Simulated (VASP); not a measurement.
# Au (Fm-3m) in VASP: further runs, part 2 of 2

VASP 6.6.1.

## (5) Single point, PBEsol, non-collinear spin, zero start, spin-orbit coupling

INCAR reads:

```
PREC = Accurate
ENCUT = 520
EDIFF = 1E-6
ISMEAR = -1
SIGMA = 0.05
LREAL = F
LASPH = T
NELM = 150
ALGO = Normal
ISIF = 2
LWAVE = F
LCHARG = T
MAGMOM = 0 0 0
LORBIT = 11
LSORBIT = T
GGA_COMPAT = F
LORBMOM = T
LMAXMIX = 4
GGA = PS
LVHAR = T
NBANDS = 22
```

KPOINTS reads:

```
regular mesh
0
Gamma
  11 11 11
```

POSCAR reads:

```
Au
1.0
    0.0000000000      2.0350000000      2.0350000000
    2.0350000000      0.0000000000      2.0350000000
    2.0350000000      2.0350000000      0.0000000000
Au
1
Direct
    0.0000000000      0.0000000000      0.0000000000
```

Potentials or basis: VASP PAW PBE potentials, release 64 (Au).

Run with:

```bash
$ cat potpaw_PBE.64/Au/POTCAR > POTCAR
$ mpirun -np 1 vasp_ncl > vasp.out
```

OUTCAR:

```text
PREC = Accurate
   ENCUT = 520
   EDIFF = 1E-6
   ISMEAR = -1
   LREAL = F
   LASPH = T
   NELM = 150
   ISIF = 2
   LORBIT = 11
   LSORBIT = T
   GGA = PS

 ion  position               nearest neighbor table
   1  0.000  0.000  0.000-

  LATTYP: Found a face centered cubic cell.
 ALAT       =     4.0700000000

  Lattice vectors:

 A1 = (   0.0000000000,   2.0350000000,   2.0350000000)
 A2 = (   2.0350000000,   0.0000000000,   2.0350000000)
 A3 = (   2.0350000000,   2.0350000000,   0.0000000000)

Analysis of symmetry for initial positions (statically):
=====================================================================
 Subroutine PRICEL returns:
 Original cell was already a primitive cell.

 Routine SETGRP: Setting up the symmetry group for a
 face centered cubic supercell.

 Subroutine GETGRP returns: Found 48 space group operations
[... 9 lines left out ...]

 Routine SETGRP: Setting up the symmetry group for a
 face centered cubic supercell.

 Subroutine GETGRP returns: Found 48 space group operations
 (whereof 48 operations were pure point group operations)
 out of a pool of 48 trial point group operations.

The dynamic configuration has the point symmetry O_h .

Analysis of structural, dynamic, and magnetic symmetry:
=====================================================================
 Subroutine PRICEL returns:
 Original cell was already a primitive cell.

[... 794 lines left out ...]
  energy  without entropy=       -4.2231694579  energy(sigma->0) =       -4.22447643

 orbital moment (x)

 # of ion     p       d       tot
 ----------------------------------------
  1         0.000   0.000   0.000
 ----------------------------------------
            0.000   0.000   0.000

 orbital moment (y)

 # of ion     p       d       tot
 ----------------------------------------
  1         0.000   0.000   0.000
 ----------------------------------------
            0.000   0.000   0.000

 orbital moment (z)

 # of ion     p       d       tot
 ----------------------------------------
  1         0.000   0.000   0.000
 ----------------------------------------
            0.000   0.000   0.000

 Spin-Orbit-Coupling matrix elements

 Ion:    1  E_soc:     -0.5915538
 l=   1
     0.0000000    -0.0273275    -0.0273275
    -0.0273275     0.0000000    -0.0273275
    -0.0273275    -0.0273275     0.0000000
 l=   2
     0.0000000    -0.0153937     0.0000000    -0.0153937    -0.0558710
    -0.0153937     0.0000000    -0.0419033    -0.0153937    -0.0139678
     0.0000000    -0.0419033     0.0000000    -0.0419033     0.0000000
    -0.0153937    -0.0153937    -0.0419033     0.0000000    -0.0139678
    -0.0558710    -0.0139678     0.0000000    -0.0139678     0.0000000
 l=   3
     0.0000000     0.0000000     0.0000000     0.0000000     0.0000000     0.0000000     0.0000000
     0.0000000     0.0000000     0.0000000     0.0000000     0.0000000     0.0000000     0.0000000
     0.0000000     0.0000000     0.0000000     0.0000000     0.0000000     0.0000000     0.0000000
     0.0000000     0.0000000     0.0000000     0.0000000     0.0000000     0.0000000     0.0000000
     0.0000000     0.0000000     0.0000000     0.0000000     0.0000000     0.0000000     0.0000000
     0.0000000     0.0000000     0.0000000     0.0000000     0.0000000     0.0000000     0.0000000
     0.0000000     0.0000000     0.0000000     0.0000000     0.0000000     0.0000000     0.0000000

 total charge

# of ion       s       p       d       tot
------------------------------------------
    1        0.540   0.384   8.730   9.653

 magnetization (x)

# of ion       s       p       d       tot
------------------------------------------
    1        0.000  -0.000   0.000   0.000

 magnetization (y)

# of ion       s       p       d       tot
------------------------------------------
    1       -0.000  -0.000  -0.000  -0.000

 magnetization (z)

# of ion       s       p       d       tot
------------------------------------------
    1       -0.000   0.000   0.000  -0.000
```

stdout:

```text
POSCAR found type information on POSCAR Au
 POSCAR found :  1 types and       1 ions
 scaLAPACK will be used
 -----------------------------------------------------------------------------
|                                                                             |
|                                                                             |
|     You enforced a specific xc type in the INCAR file but a different       |
|     I HOPE YOU KNOW WHAT YOU ARE DOING!                                     |
|                                                                             |
 -----------------------------------------------------------------------------

 LDA part: xc-table for (Slater+PW92), standard interpolation
 POSCAR, INCAR and KPOINTS ok, starting setup
 FFT: planning ... GRIDC
 FFT: planning ... GRID_SOFT
 FFT: planning ... GRID
 WAVECAR not read
 entering main loop
```

Wall time 30 s (1 thread of AMD EPYC 9R45 (Zen 5), shared host); peak memory 0.18 GiB.

What came out:

* Free energy: -4.2258 eV
* Pressure: 0.2 GPa
* Net moment: 0.00 μB per cell
* Valence electrons inside the program's atomic spheres: Au 9.65

Moments on the atoms (μB; x, y, z):
```
Au  0.00 0.00 0.00
```

Caveat: the PAW data sets were made with another functional, which shifts forces and pressure a little.

## (6) Single point, RPBE+D4, collinear spin, ferromagnetic start (volume scaled by 0.94)

INCAR reads:

```
PREC     = Accurate       # precision mode
ENCUT    = 520            # plane-wave cutoff, eV
EDIFF    = 1E-6           # SCF threshold, eV
ISMEAR   = -1             # smearing method
SIGMA    = 0.025          # smearing width, eV
LREAL    = False          # projectors in reciprocal space
LASPH    = True           # aspherical terms in the spheres
NELM     = 150            # most SCF steps
ALGO     = Normal         # electronic algorithm
ISIF     = 2              # what is computed and relaxed
LWAVE    = False          # write WAVECAR
LCHARG   = False          # write CHGCAR
ISPIN    = 2              # spin polarisation
MAGMOM   = -0.11          # initial moments
LORBIT   = 11             # projections on sites
LMAXMIX  = 4              # l up to which the mixer works
GGA      = RP             # functional
IVDW     = 13             # dispersion correction
NBANDS   = 16             # bands
```

KPOINTS reads:

```
Automatic mesh
0
Gamma
  11 11 11
```

POSCAR reads:

```
Au
1.0
    0.0000000000      1.9934577312      1.9934577312
    1.9934577312      0.0000000000      1.9934577312
    1.9934577312      1.9934577312      0.0000000000
Au
1
Direct
    0.0000000000      0.0000000000      0.0000000000
```

Potentials or basis: VASP PAW PBE potentials, release 64 (Au).

Run with:

```bash
$ cat potpaw_PBE.64/Au/POTCAR > POTCAR
$ mpirun -np 1 vasp_std > vasp.out
```

OUTCAR:

```text
PREC = Accurate
   ENCUT = 520
   EDIFF = 1E-6
   ISMEAR = -1
   LREAL = False
   LASPH = True
   NELM = 150
   ISIF = 2
   ISPIN = 2
   LORBIT = 11
   GGA = RP
   IVDW = 13

 ion  position               nearest neighbor table
   1  0.000  0.000  0.000-

  LATTYP: Found a face centered cubic cell.
 ALAT       =     3.9869154624

  Lattice vectors:

 A1 = (   0.0000000000,   1.9934577312,   1.9934577312)
 A2 = (   1.9934577312,   0.0000000000,   1.9934577312)
[... 1125 lines left out ...]
  --------------------------------------------------------------------------------------
  -------------------------------------------------------------------------------------
  Total       1.62360     1.62360     1.62360    -0.00000    -0.00000    -0.00000
  in kB     164.18677   164.18677   164.18677    -0.00000    -0.00000    -0.00000
  external pressure =      164.19 kB  Pullay stress =        0.00 kB

 VOLUME and BASIS-vectors are now :
 -----------------------------------------------------------------------------
  energy-cutoff  :      520.00
  volume of cell :       15.84
      direct lattice vectors                 reciprocal lattice vectors
     0.000000000  1.993457731  1.993457731    -0.250820467  0.250820467  0.250820467
     1.993457731  0.000000000  1.993457731     0.250820467 -0.250820467  0.250820467
     1.993457731  1.993457731  0.000000000     0.250820467  0.250820467 -0.250820467

 POSITION                                       TOTAL-FORCE (eV/Angst)
 -----------------------------------------------------------------------------------
      0.00000      0.00000      0.00000         0.000000      0.000000      0.000000
 -----------------------------------------------------------------------------------
    total drift:                               -0.000000      0.000000      0.000000

  FREE ENERGIE OF THE ION-ELECTRON SYSTEM (eV)
  ---------------------------------------------------
  free  energy   TOTEN  =        -3.8358687201 eV

  energy  without entropy=       -3.8354778323  energy(sigma->0) =       -3.83567328

 total charge

# of ion       s       p       d       tot
------------------------------------------
    1        0.566   0.418   8.789   9.773

 magnetization (x)

# of ion       s       p       d       tot
------------------------------------------
    1       -0.000   0.000  -0.000  -0.000
```

stdout:

```text
POSCAR found type information on POSCAR Au
 POSCAR found :  1 types and       1 ions
 scaLAPACK will be used
 -----------------------------------------------------------------------------
|                                                                             |
|                                                                             |
|     You enforced a specific xc type in the INCAR file but a different       |
|     I HOPE YOU KNOW WHAT YOU ARE DOING!                                     |
|                                                                             |
 -----------------------------------------------------------------------------

 LDA part: xc-table for (Slater+PW92), standard interpolation
 POSCAR, INCAR and KPOINTS ok, starting setup
 FFT: planning ... GRIDC
 FFT: planning ... GRID_SOFT
 FFT: planning ... GRID
 WAVECAR not read
 entering main loop
```

Wall time 16 s (1 thread of Intel Xeon Platinum 8488C (Sapphire Rapids), shared host); peak memory 0.16 GiB.

Results:

| Property | Result |
| --- | --- |
| Free energy | -3.8359 eV |
| Pressure | 16.4 GPa |
| Net moment | 0.00 μB per cell |
| Valence electrons inside the program's atomic spheres | Au 9.77 |
| Dispersion energy per atom | -1.395 eV |

Levels at points of the mesh, in eV from the Fermi level:
Spin up:
```csv
k point,band 2,band 3,band 4,band 5,band 6,band 7,band 8,band 9,band 10,band 11
"(0.00, 0.00, 0.00)",-5.09,-5.09,-5.09,-3.38,-3.38,14.39,18.84,18.84,18.84,23.96
```
Spin down:
```csv
k point,band 2,band 3,band 4,band 5,band 6,band 7,band 8,band 9,band 10,band 11
"(0.00, 0.00, 0.00)",-5.09,-5.09,-5.09,-3.38,-3.38,14.39,18.84,18.84,18.84,23.96
```

Caveat: the PAW data sets were made with another functional, which shifts forces and pressure a little; spin-orbit coupling is left out, which moves the levels of the heavy elements; pairwise dispersion overbinds metals, which lowers pressure and volume.

## (7) Overview

| task | level | spin | cell | cutoff (eV) | smearing | gap on the mesh (eV) | pressure (GPa) | moment (μB) |
| --- | --- | --- | --- | --- | --- | --- | --- | --- |
| relaxation of cell and atoms | PBEsol | off | relaxed to 10 GPa from a = 2.878 Å, angles 60.0°, 1 atom | 600 | fermi-dirac 0.05 eV | none | 10.0 | - |
| relaxation of cell and atoms | PBEsol | off | relaxed to 20 GPa from a = 2.878 Å, angles 60.0°, 1 atom | 600 | fermi-dirac 0.05 eV | none | 20.0 | - |
| relaxation of cell and atoms | PBEsol | off | relaxed to 30 GPa from a = 2.878 Å, angles 60.0°, 1 atom | 600 | fermi-dirac 0.05 eV | none | 29.9 | - |
| single point | PBEsol | non-collinear, zero start, SOC | a = 2.878 Å, angles 60.0°, 1 atom | 520 | fermi-dirac 0.05 eV | - | 0.2 | 0.00 |
| single point | RPBE+D4 | collinear, ferromagnetic start | a = 2.819 Å, angles 60.0°, 1 atom | 520 | fermi-dirac 0.025 eV | none | 16.4 | 0.00 |

Alike in all rows: potentials or basis VASP PAW PBE potentials, release 64 (Au); k mesh 11 × 11 × 11.

Caveats: the PAW data sets were made with another functional, which shifts forces and pressure a little; spin-orbit coupling is left out, which moves the levels of the heavy elements (some runs); the cell is relaxed towards a set pressure, so the enthalpy falls and the energy may rise (some runs); pairwise dispersion overbinds metals, which lowers pressure and volume (some runs).

Total energies depend on the potentials used, so only differences within one code and one set of settings carry meaning.
